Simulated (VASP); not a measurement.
Wanted: the native input for a VASP 6.6.1 run.

```yaml
Task: single point
Functional: b88 exchange, pbe correlation
Potentials_or_basis: VASP PAW PBE potentials, release 64 (Sn_d, O)
Cutoff: 600 eV
k_mesh: 7 × 7 × 6
Occupations: fermi-dirac, width 0.05 eV
Spin: no spin polarisation
Dipole_correction: no
Further_INCAR_settings: ALGO = Normal; EDIFF = 1e-06; NBANDS = 28
```

The structure of SnO lies in POSCAR:

```
SnO
1.0
    3.8641572477      0.0000000000      0.0000000000
    0.0000000000      3.8641572477      0.0000000000
    0.0000000000      0.0000000000      5.0505009049
Sn O
2 2
Direct
    0.5000000000      0.0000000000      0.7707343667
    0.0000000000      0.5000000000      0.2292656333
    0.0000000000      0.0000000000      0.0000000000
    0.5000000000      0.5000000000      0.0000000000
```

One way to write it, as run:

INCAR

```
SYSTEM = SnO
PREC = Accurate ; ENCUT = 600
EDIFF = 1E-6 ; ISMEAR = -1
SIGMA = 0.05 ; LREAL = .False.
LASPH = .True. ; NELM = 120
ALGO = Normal ; ISIF = 2
LWAVE = .False. ; LCHARG = .False.
GGA = LIBXC ; LIBXC1 = GGA_X_B88
LIBXC2 = GGA_C_PBE ; NBANDS = 28
GGA_COMPAT = .False.
```

KPOINTS

```
regular mesh
0
Gamma
  7 7 6
  0 0 0
```

Potentials or basis: VASP PAW PBE potentials, release 64 (Sn_d, O).

The run is started by

```sh
$ cat potpaw_PBE.64/Sn_d/POTCAR potpaw_PBE.64/O/POTCAR > POTCAR
$ mpirun -np 1 vasp_std > vasp.out
```

Results of the run:

```yaml
Pressure: 0.1 GPa
Largest_force: 0.074 eV/Å
Band_gap_on_the_k_mesh: 0.71 eV (least direct gap 1.93 eV)
```

Caveat: the PAW data sets were made with another functional, which shifts forces and pressure a little; spin-orbit coupling is left out, which moves the levels of the heavy elements; an odd mesh through Γ misses points on the zone boundary, where band edges can lie.

Run time: 33 s on 1 thread of Intel(R) Xeon(R) 6975P-C (Granite Rapids) (shared host), peak memory 0.24 GiB.
